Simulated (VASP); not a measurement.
# Ti8HO16 (a cell with a defect) in VASP: notebook, part 3 of 3

VASP 6.6.1.

**5. Single point, PBE, collinear spin**

INCAR

```
SYSTEM = Ti8HO16
PREC     = Accurate       ! precision mode
ENCUT    = 520            ! plane-wave cutoff, eV
EDIFF    = 1E-6           ! SCF threshold, eV
ISMEAR   = -1             ! smearing method
SIGMA    = 0.02           ! smearing width, eV
LREAL    = Auto         
LASPH    = .True.         ! aspherical terms in the spheres
NELM     = 150            ! most SCF steps
ALGO     = Normal         ! electronic algorithm
ISIF     = 2              ! what is computed and relaxed
LWAVE    = .False.        ! write WAVECAR
LCHARG   = .False.        ! write CHGCAR
ISPIN    = 2              ! spin polarisation
MAGMOM   = 0 0 0 0 0 0 0 0 0 0 0 0 0 0 0 0 0 0 0 0 0 0 0 0 1 ! initial moments
LORBIT   = 11             ! projections on sites
LMAXMIX  = 4              ! l up to which the mixer works
GGA      = PE             ! functional
NBANDS   = 118            ! bands
```

KPOINTS

```
regular mesh
0
Gamma
  2 2 2
  0 0 0
```

POSCAR

```
Ti8HO16
1.0
   -4.5922000000     -4.5922000000      0.0000000000
    4.5922000000     -4.5922000000      0.0000000000
    0.0000000000      0.0000000000      5.9148000000
Ti O H
8 16 1
Direct
    0.4620334480      0.5334153565      0.0520389531
   -0.0307151256      0.5320434650      0.2049604382
    0.5379121118      0.4791167632      0.5173294110
    0.0415378250      0.4810439441      0.6960843985
    0.0274487174      0.0192173686      0.0242273619
    0.4742607029      0.0086233178      0.2559849868
   -0.0278842385     -0.0239209965      0.5013694461
    0.4899394626     -0.0183789905      0.7282072090
    0.1762880537      0.5514241540     -0.0120037871
    0.0634009843      0.1827990941      0.2969331169
    0.7766212273      0.5006968338      0.0057821059
   -0.0687578938      0.8197487043      0.2556806654
    0.2458298855      0.5140673316      0.4786975046
    0.0450437699      0.2160511302      0.7866876310
    0.8272070032      0.5032010801      0.4956887807
   -0.0207308044      0.8300596664      0.7789950632
    0.7004376987      0.0497473978      0.0061709610
    0.5358542746      0.7323831715      0.2693413133
    0.2939114150      0.0002395366      0.0037871103
    0.4931623187      0.3090675493      0.2632717928
    0.7028766169      0.0127063281      0.4675390546
    0.5261312661      0.6875136100      0.7682423751
    0.3136840730     -0.0972518619      0.4923919659
    0.4773855668      0.3084469318      0.7605159938
    0.7120443360      0.1897892078     -0.0569588152
```

Launch:

```sh
cat potpaw_PBE.64/Ti_sv/POTCAR potpaw_PBE.64/O/POTCAR potpaw_PBE.64/H/POTCAR > POTCAR
mpirun -np 1 vasp_std > vasp.out
```

Wall time 29 min (1 thread of Oxide Virtual Turin-like, shared host); peak memory 0.56 GiB.

Results (log left out):

```yaml
Free_energy: -212.3964 eV
Pressure: 13.7 GPa
Largest_force: 3.946 eV/Å
Net_moment: 0.00 μB per cell
Valence_electrons_inside_the_program's_atomic_spheres: Ti 10.26, 10.43, 10.37, 10.47, 10.49, 10.18 (each value once); O 5.11, 5.03, 5.05, 5.13, 5.04, 5.08, 5.14, 5.16, 5.06 (each value once); H 0.72
```

Forces in eV/Å, atoms in the order of the input:
```
Ti  -0.759 -1.237 -1.963
Ti  -0.498  0.207  0.545
Ti   1.235  1.051  2.514
Ti  -0.280 -2.023  0.712
Ti   1.636  1.728 -0.424
Ti   0.318 -0.827  0.014
Ti  -0.869 -1.988  2.184
Ti  -0.404  0.208  0.187
O   -0.752 -0.435  0.451
O    1.369 -0.026 -0.762
O   -1.086  0.316 -0.035
O   -2.590  0.232 -1.667
O    2.391  1.766  0.715
O    0.786  0.627 -1.182
O   -0.479  0.106 -0.142
O   -0.792  0.607 -1.076
O    0.071 -0.121 -0.956
O   -2.681  2.368 -1.667
O   -2.577 -1.475 -1.060
O    0.167 -0.376 -1.069
O    2.520  0.500  2.613
O    1.068 -0.869  0.224
O    2.799 -0.625  1.496
O   -1.174  0.296 -0.084
H    0.581 -0.013  0.432
```

Stress tensor (GPa, compression positive):
```
18.43  4.70 -0.22
 4.70 10.93 -2.14
-0.22 -2.14 11.63
```

Levels at points of the mesh, in eV from the Fermi level:
Spin up:
| k point | band 94 | band 95 | band 96 | band 97 | band 98 | band 99 |
| --- | --- | --- | --- | --- | --- | --- |
| (0.00, 0.00, 0.00) | -2.67 | -2.52 | -2.37 | -0.04 | 0.03 | 0.24 |
| (0.50, 0.00, 0.00) | -2.77 | -2.74 | -2.58 | -0.10 | 0.15 | 0.25 |
| (0.00, 0.50, 0.00) | -2.74 | -2.66 | -2.46 | -0.03 | 0.15 | 0.22 |
| (0.50, 0.50, 0.00) | -2.82 | -2.57 | -2.43 | -0.06 | 0.08 | 0.27 |
| (0.00, 0.00, 0.50) | -3.03 | -2.77 | -2.60 | 0.17 | 0.28 | 0.36 |
| (0.50, 0.00, 0.50) | -2.78 | -2.57 | -2.55 | 0.05 | 0.34 | 0.37 |
| (0.00, 0.50, 0.50) | -2.82 | -2.68 | -2.45 | 0.21 | 0.25 | 0.29 |
| (0.50, 0.50, 0.50) | -2.66 | -2.58 | -2.49 | 0.14 | 0.30 | 0.45 |
Spin down:
```csv
k point,band 94,band 95,band 96,band 97,band 98,band 99
"(0.00, 0.00, 0.00)",-2.67,-2.52,-2.37,-0.04,0.03,0.24
"(0.50, 0.00, 0.00)",-2.77,-2.74,-2.58,-0.10,0.15,0.25
"(0.00, 0.50, 0.00)",-2.74,-2.66,-2.46,-0.03,0.15,0.22
"(0.50, 0.50, 0.00)",-2.81,-2.57,-2.43,-0.06,0.08,0.27
"(0.00, 0.00, 0.50)",-3.03,-2.77,-2.60,0.17,0.28,0.35
"(0.50, 0.00, 0.50)",-2.78,-2.57,-2.55,0.05,0.34,0.37
"(0.00, 0.50, 0.50)",-2.82,-2.68,-2.45,0.20,0.25,0.29
"(0.50, 0.50, 0.50)",-2.66,-2.58,-2.49,0.14,0.30,0.45
```

Caveat: the k points lie up to 0.53 Å⁻¹ apart; the atoms stand as in a frame of molecular dynamics; semilocal functionals often make such compounds metallic where correlation or magnetic order opens a gap, which also shifts bond lengths.

**6. Overview**

| cell | gap on the mesh (eV) | pressure (GPa) | moment (μB) | largest force (eV/Å) |
| --- | --- | --- | --- | --- |
| as given, atomic positions A | none | 13.0 | 0.48 | 4.81 |
| as given, atomic positions B | none | 12.7 | 0.91 | 5.64 |
| as given, atomic positions C | none | 13.1 | 0.60 | 7.55 |
| as given, atomic positions D | none | 13.7 | 0.00 | 3.95 |

Alike in all rows: task single point; level PBE; potentials or basis VASP PAW PBE potentials, release 64 (Ti_sv, O, H); spin collinear; k mesh 2 × 2 × 2; cutoff (eV) 520; smearing fermi-dirac 0.02 eV.

Caveats: all runs use coarse meshes; semilocal functionals often make such compounds metallic where correlation or magnetic order opens a gap, which also shifts bond lengths; the atoms stand as in a frame of molecular dynamics (at least some runs).

Absolute energies hang on the potentials; compare differences alone.
